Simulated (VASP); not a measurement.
# MgO in VASP: notebook

MgO is run at these levels: LDA; tasks: single point.

All numbers are computed with VASP 6.6.1; they aren't measurements. Logs are shortened: lines on timing, memory, paths and dates and some standing lists are left out, and cuts for length are marked.

## (1) The cell of the first run

The cell holds a slab with vacuum, 24 atoms: a = 6.101 Å, b = 6.101 Å, c = 19.227 Å, α = 90.00°, β = 90.00°, γ = 60.00°.

## (2) Single point, LDA

The input, INCAR:

```
SYSTEM = MgO
PREC     = Accurate       ! precision mode
ENCUT    = 520            ! plane-wave cutoff, eV
EDIFF    = 1E-6           ! SCF threshold, eV
ISMEAR   = -1             ! smearing method
SIGMA    = 0.02           ! smearing width, eV
LREAL    = Auto         
LASPH    = .True.         ! aspherical terms in the spheres
NELM     = 60             ! most SCF steps
ALGO     = Normal         ! electronic algorithm
ISIF     = 2              ! what is computed and relaxed
LWAVE    = .False.        ! write WAVECAR
LCHARG   = .False.        ! write CHGCAR
NBANDS   = 66             ! bands
```

The input, KPOINTS:

```
Automatic mesh
0
Gamma
  2 2 1
  0 0 0
```

The input, POSCAR:

```
MgO
1.0
    6.1010590000      0.0000000000      0.0000000000
    3.0505290000      5.2836720000      0.0000000000
    0.0000000000      0.0000000000     19.2268670000
Mg O
12 12
Direct
    0.0000000000      0.0000000000      0.0520105538
    0.0000092254      0.4999931866      0.0520105538
    0.4999951648      0.0000000000      0.0520105538
    0.5000043902      0.4999931866      0.0520105538
    0.6743854479      0.6476367193      0.1846426670
    0.6789107519      0.1510313282      0.1836076569
    0.1658992241      0.6751743863      0.1839145192
    0.1571040079      0.1734778389      0.1851107619
    0.3448486430      0.3274048805      0.3134259992
    0.3435050306      0.8409871014      0.3104978050
    0.8314480800      0.3228247325      0.3080845153
    0.8390381574      0.8120488933      0.3086514303
    0.3333305588      0.8333409038      0.1167844974
    0.3333307966      0.3333287910      0.1167844974
    0.8333257236      0.8333409038      0.1167844974
    0.8333423519      0.3333287910      0.1167844974
    0.9892068723      0.5343632232      0.2374125748
    0.9861043619      0.0289192819      0.2321439057
    0.4759319787      0.4820511190      0.2328616514
    0.4921547699     -0.0084789518      0.2357430360
    0.6620309474      0.1646960674      0.3500206248
    0.6679973484      0.6600523272      0.3420005974
    0.1447641933      0.1757679129      0.3531984696
    0.1261452539      0.7139353086      0.3586335725
```

Potentials or basis: VASP PAW LDA potentials, release 64 (Mg, O).

Started as:

```console
cat potpaw_LDA.64/Mg/POTCAR potpaw_LDA.64/O/POTCAR > POTCAR
mpirun -np 1 vasp_std > vasp.out
```

OUTCAR:

```text
SYSTEM = MgO
   PREC = Accurate
   ENCUT = 520
   EDIFF = 1E-6
   ISMEAR = -1
   LREAL = Auto
   LASPH = .True.
   NELM = 60
   ISIF = 2

 ion  position               nearest neighbor table
   1  0.000  0.000  0.052-  16 2.16  13 2.16  15 2.16   6 3.05   4 3.05   3 3.05   2 3.05   2 3.05
                             3 3.05   4 3.05   7 3.06   8 3.10
   2  0.000  0.500  0.052-  14 2.16  16 2.16  15 2.16   3 3.05   4 3.05   1 3.05   1 3.05   4 3.05
                             3 3.05   5 3.08   8 3.09   7 3.11
   3  0.500  0.000  0.052-  13 2.16  14 2.16  15 2.16   2 3.05   1 3.05   4 3.05   4 3.05   1 3.05
                             2 3.05   6 3.07   8 3.14   5 3.16
   4  0.500  0.500  0.052-  16 2.16  14 2.16  13 2.16   1 3.05   2 3.05   3 3.05   3 3.05   2 3.05
                             1 3.05   5 3.07   7 3.09   6 3.13
   5  0.674  0.648  0.185-  17 1.97  20 2.07  16 2.11  19 2.14  13 2.23  15 2.24   8 2.92  11 2.93
                            12 2.95  10 2.99   6 3.02   7 3.02   4 3.07   2 3.08   6 3.09   7 3.09
   6  0.679  0.151  0.184-  18 1.88  19 2.00  20 2.09  15 2.11  16 2.20  14 2.23   7 2.94  11 2.94
                             8 2.99  12 3.00   5 3.02   1 3.05   9 3.06   3 3.07   5 3.09   8 3.12
   7  0.166  0.675  0.184-  19 1.90  17 1.97  18 2.09  13 2.15  15 2.18  14 2.22   6 2.94  12 2.96
                             8 3.01   5 3.02  10 3.04   1 3.06   5 3.09   8 3.09   4 3.09   9 3.09
   8  0.157  0.173  0.185-  18 1.90  20 2.02  16 2.16  17 2.16  14 2.21  13 2.23   5 2.92  11 2.93
                            10 2.99   6 2.99   7 3.01   9 3.06   2 3.09   7 3.09   1 3.10   6 3.12
   9  0.345  0.327  0.313-  21 1.82  23 2.01  19 2.16  24 2.22  20 2.32  17 2.39  11 2.96  10 2.97
[... 5 lines left out ...]
  12  0.839  0.812  0.309-  24 1.82  22 1.82  17 2.01  21 2.03  20 2.31  18 2.43  10 2.94   5 2.95
                             7 2.96   6 3.00  11 3.01   9 3.02   9 3.08  11 3.09  10 3.17
  13  0.333  0.833  0.117-   7 2.15   3 2.16   1 2.16   4 2.16   8 2.23   5 2.23
  14  0.333  0.333  0.117-   2 2.16   3 2.16   4 2.16   8 2.21   7 2.22   6 2.23
  15  0.833  0.833  0.117-   6 2.11   3 2.16   1 2.16   2 2.16   7 2.18   5 2.24
  16  0.833  0.333  0.117-   5 2.11   8 2.16   1 2.16   2 2.16   4 2.16   6 2.20
  17  0.989  0.534  0.237-   5 1.97   7 1.97  12 2.01   8 2.16  11 2.38   9 2.39
  18  0.986  0.029  0.232-   6 1.88   8 1.90   7 2.09  11 2.13  10 2.42  12 2.43
  19  0.476  0.482  0.233-   7 1.90   6 2.00   5 2.14   9 2.16  11 2.37  10 2.43
  20  0.492  0.992  0.236-   8 2.02   5 2.07   6 2.09  10 2.14  12 2.31   9 2.32
  21  0.662  0.165  0.350-   9 1.82  11 1.91  12 2.03
  22  0.668  0.660  0.342-  10 1.82  12 1.82  11 1.90
  23  0.145  0.176  0.353-  11 1.87  10 1.96   9 2.01
  24  0.126  0.714  0.359-  12 1.82  10 2.06   9 2.22

  LATTYP: Found a hexagonal cell.
 ALAT       =     6.1010586773
 C/A-ratio  =     3.1513984731

  Lattice vectors:

 A1 = (  -3.0505290000,  -5.2836720000,   0.0000000000)
 A2 = (   6.1010590000,   0.0000000000,   0.0000000000)
 A3 = (   0.0000000000,   0.0000000000,  19.2268670000)

Analysis of symmetry for initial positions (statically):
=====================================================================
 Subroutine PRICEL returns:
 Original cell was already a primitive cell.

 Routine SETGRP: Setting up the symmetry group for a
 hexagonal supercell.

 Subroutine GETGRP returns: Found  1 space group operations
 (whereof  1 operations were pure point group operations)
 out of a pool of 24 trial point group operations.

The static configuration has the point symmetry C_1 .

Analysis of symmetry for dynamics (positions and initial velocities):
=====================================================================
 Subroutine PRICEL returns:
 Original cell was already a primitive cell.

 Routine SETGRP: Setting up the symmetry group for a
 hexagonal supercell.

 Subroutine GETGRP returns: Found  1 space group operations
 (whereof  1 operations were pure point group operations)
 out of a pool of 24 trial point group operations.

The dynamic configuration has the point symmetry C_1 .

 Subroutine INISYM returns: Found  1 space group operations
 (whereof  1 operations are pure point group operations),
 and found     1 'primitive' translations

----------------------------------------------------------------------------------------

                                     Primitive cell

  volume of cell :     619.7972

  direct lattice vectors                    reciprocal lattice vectors
     6.101059000  0.000000000  0.000000000     0.163905971 -0.094631143  0.000000000
     3.050529000  5.283672000  0.000000000     0.000000000  0.189262316  0.000000000
     0.000000000  0.000000000 19.226867000     0.000000000  0.000000000  0.052010554

[... 61 lines left out ...]
 Grid dimensions read from file:
 generate k-points for:    2    2    1

 Generating k-lattice:

  Cartesian coordinates                     Fractional coordinates (reciprocal lattice)
     0.081952986 -0.047315571  0.000000000     0.500000000  0.000000000  0.000000000
     0.000000000  0.094631158  0.000000000     0.000000000  0.500000000  0.000000000
     0.000000000  0.000000000  0.052010554     0.000000000  0.000000000  1.000000000

  Length of vectors
     0.094631153  0.094631158  0.052010554

  Shift w.r.t. Gamma in fractional coordinates (k-lattice)
     0.000000000  0.000000000  0.000000000

 Subroutine IBZKPT returns following result:
 ===========================================

 Found      4 irreducible k-points:

 Following reciprocal coordinates:
            Coordinates               Weight
  0.000000  0.000000  0.000000      1.000000
  0.500000  0.000000  0.000000      1.000000
  0.500000  0.500000  0.000000      1.000000
  0.000000  0.500000  0.000000      1.000000
   k-points           NKPTS =      4   k-points in BZ     NKDIM =      4   number of bands    NBANDS=     66
   number of dos      NEDOS =    301   number of ions     NIONS =     24
   total plane-waves  NPLWV = 331776
   dimension x,y,z NGX =    48 NGY =   48 NGZ =  144
   dimension x,y,z NGXF=    96 NGYF=   96 NGZF=  288
   ions per type =              12  12
   NGX,Y,Z   is equivalent  to a cutoff of  13.08, 13.08, 12.45 a.u.
   NGXF,Y,Z  is equivalent  to a cutoff of  26.16, 26.16, 24.90 a.u.
 SYSTEM =  MgO
   PREC   = accura    normal or accurate (medium, high low for compatibility)
   ISTART =      0    job   : 0-new  1-cont  2-samecut
   ICHARG =      2    charge: 1-file 2-atom 10-const
   ISPIN  =      1    spin polarized calculation?
   LNONCOLLINEAR =      F non collinear calculations
   LSORBIT =      F    spin-orbit coupling
   LASPH  =      T    aspherical Exc in radial PAW
   ENCUT  =  520.0 eV  38.22 Ry    6.18 a.u.  11.34 11.34 35.75*2*pi/ulx,y,z
   NELM   =     60;   NELMIN=  2; NELMDL= -5     # of ELM steps
   EDIFF  = 0.1E-05   stopping-criterion for ELM
   LREAL  =      T    real-space projection
   EDIFFG = 0.1E-04   stopping-criterion for IOM
   NSW    =      0    number of steps for IOM
   IBRION =     -1    ionic relax: 0-MD 1-quasi-New 2-CG
   NFREE  =      0    steps in history (QN), initial steepest desc. (CG)
   ISIF   =      2    stress and relaxation
   ISYM   =      2    0-nonsym 1-usesym 2-fastsym
   POTIM  = 0.5000    time-step for ionic-motion
   TEBEG  =    0.0;   TEEND  =   0.0 temperature during run
   PSTRESS=    0.0 pullay stress
   NELECT =      96.0000    total number of electrons
   NUPDOWN=      -1.0000    fix difference up-down
   EMIN   =  10.00;   EMAX   =-10.00  energy-range for DOS
   EFERMI =   0.00;   METHOD = LEGACY
   ISMEAR =    -1;   SIGMA  =   0.02  broadening in eV -4-tet -1-fermi 0-gaus
   EFERMI_NEDOS =   21; number of points for ismear=-14 and -15
   IALGO  =     38    algorithm
   IMIX   =      4    mixing-type and parameters
     AMIX     =   0.40;   BMIX     =  1.00
     AMIX_MAG =   1.60;   BMIX_MAG =  1.00
  volume/ion in A,a.u.               =      25.82       174.27
  Fermi-wavevector in a.u.,A,eV,Ry     =   0.879189  1.661426 10.516930  0.772973
  Thomas-Fermi vector in A             =   1.999378
   LORBIT       =      0    0 simple, 1 ext, 2 COOP (PROOUT), +10 PAW based schemes
   GGA     = CA    functional components
   LHFCALC =     F    Hartree Fock is set to
   AEXX    =    0.0000 exact exchange contribution
   IVDW    =     0    specifies the selected vdW correction
   LEPSILON=     F    determine dielectric tensor
   LRPA    =     F    only Hartree local field effects (RPA)
 non-spin polarized calculation
  energy-cutoff  :      520.00
  volume of cell :      619.80
 maximum number of plane-waves:     16739
 NGX is ok and might be reduce to    48
   NGX = 23   NGY = 23   NGZ = 71

 number of electron      96.0000014 magnetization

 Free energy of the ion-electron system (eV)
  ---------------------------------------------------
  ext. energy  EPLUGINS =         0.00000000
  ---------------------------------------------------
  free energy    TOTEN  =      -137.44723936 eV

  energy without entropy =     -137.38429335  energy(sigma->0) =     -137.41576636

 E-fermi :  -2.8158     XC(G=0):  -5.3133

 val. band max:       -2.8283083930   @ k =   0.5000   0.5000   0.0000
 cond. band min:      -2.8127288179   @ k =   0.0000   0.5000   0.0000
 fundamental gap:      0.0155795751
 Fermi energy:        -2.8157836486

 k-point     1 :       0.0000    0.0000    0.0000
  band No.  band energies     occupation
      1     -20.8524      2.00000
      2     -20.0830      2.00000
      3     -19.9827      2.00000
      4     -19.9122      2.00000
      5     -19.5465      2.00000
      6     -18.8668      2.00000
[... 241 lines left out ...]
     59       4.1156      0.00000
     60       4.2082      0.00000
 [bands above 60 left out]

------------------------ aborting loop because EDIFF is reached ----------------------------------------

  FORCE on cell =-STRESS in cart. coord.  units (eV):
  Direction    XX          YY          ZZ          XY          YZ          ZX
  --------------------------------------------------------------------------------------
  -------------------------------------------------------------------------------------
  Total        2.3374056     -8.0550213     -6.9452648     -4.2459354     -3.6593819      3.9196153
  in kB        6.0421996    -20.8222512    -17.9535275    -10.9757541     -9.4595117     10.1322157
  external PRESSURE =     -10.9111930 kB  Pullay stress =       0.0000000 kB

 VOLUME and BASIS-vectors are now :
 -----------------------------------------------------------------------------
  energy-cutoff  :      520.00
  volume of cell :      619.80
      direct lattice vectors                 reciprocal lattice vectors
     6.101059000  0.000000000  0.000000000     0.163905971 -0.094631143  0.000000000
     3.050529000  5.283672000  0.000000000     0.000000000  0.189262316  0.000000000
     0.000000000  0.000000000 19.226867000     0.000000000  0.000000000  0.052010554

 POSITION                                       TOTAL-FORCE (eV/Angst)
 -----------------------------------------------------------------------------------
      0.00000      0.00000      1.00000         0.038002      0.006078      1.736040
      1.52530      2.64180      1.00000         0.002675      0.021972      1.773140
      3.05050      0.00000      1.00000        -0.047898     -0.040114      1.906617
      4.57580      2.64180      1.00000        -0.004906      0.004061      1.825598
      6.09010      3.42190      3.55010        -0.556475      0.799465      0.148213
      4.60280      0.79800      3.53020        -1.353159      0.520023     -0.116012
[... 16 lines left out ...]
      1.41940      0.92870      6.79090         1.087028     -0.190434     -0.276994
      2.94750      3.77220      6.89540         2.003922     -1.022825     -0.046676
 -----------------------------------------------------------------------------------
    total drift:                               -0.010228      0.002072     -0.012723

  FREE ENERGIE OF THE ION-ELECTRON SYSTEM (eV)
  ---------------------------------------------------
  free  energy   TOTEN  =      -137.4472393634 eV

  energy  without entropy=     -137.3842933469  energy(sigma->0) =     -137.41576636
```

It took 6.8 min on 1 thread of Intel Xeon 6975P-C (Granite Rapids), shared host; peak memory 0.57 GiB.

Results:

| Quantity | Value |
| --- | --- |
| Free energy | -137.4472 eV |
| Largest force | 2.250 eV/Å |
| Band gap on the k mesh | zero (bands 48 and 49 overlap by 0.05 eV) |

Forces in eV/Å, atoms in the order of the input:
```
Mg   0.038  0.006  1.736
Mg   0.003  0.022  1.773
Mg  -0.048 -0.040  1.907
Mg  -0.005  0.004  1.826
Mg  -0.556  0.799  0.148
Mg  -1.353  0.520 -0.116
Mg  -0.347  0.322 -0.162
Mg   1.043  0.322 -0.167
Mg  -1.528  1.211 -0.117
Mg  -1.691  0.537  0.305
Mg  -0.327 -0.047  0.210
Mg  -0.174  1.832 -0.374
O   -0.001 -0.078 -1.976
O   -0.189 -0.085 -2.166
O    0.017 -0.044 -2.002
O    0.085  0.158 -1.867
O   -0.314 -1.494 -0.513
O    0.245 -1.116  0.678
O    1.546  0.273  0.688
O    0.144  0.043 -0.158
O    0.758 -1.027  0.085
O   -0.438 -0.906  0.587
O    1.087 -0.190 -0.277
O    2.004 -1.023 -0.047
```

Levels at points of the mesh, in eV from the Fermi level:
```tsv
k point	band 45	band 46	band 47	band 48	band 49	band 50	band 51	band 52
(0.00, 0.00, 0.00)	-0.16	-0.15	-0.11	0.04	0.14	2.20	2.22	2.23
(0.50, 0.00, 0.00)	-0.18	-0.09	-0.03	-0.02	0.02	0.07	1.63	1.66
(0.50, 0.50, 0.00)	-0.16	-0.06	-0.05	-0.03	-0.01	0.04	1.64	1.65
(0.00, 0.50, 0.00)	-0.18	-0.12	-0.06	-0.03	0.00	0.01	1.64	1.65
```

Caveat: the k points lie up to 0.59 Å⁻¹ apart.

[end of part 1 of 3]
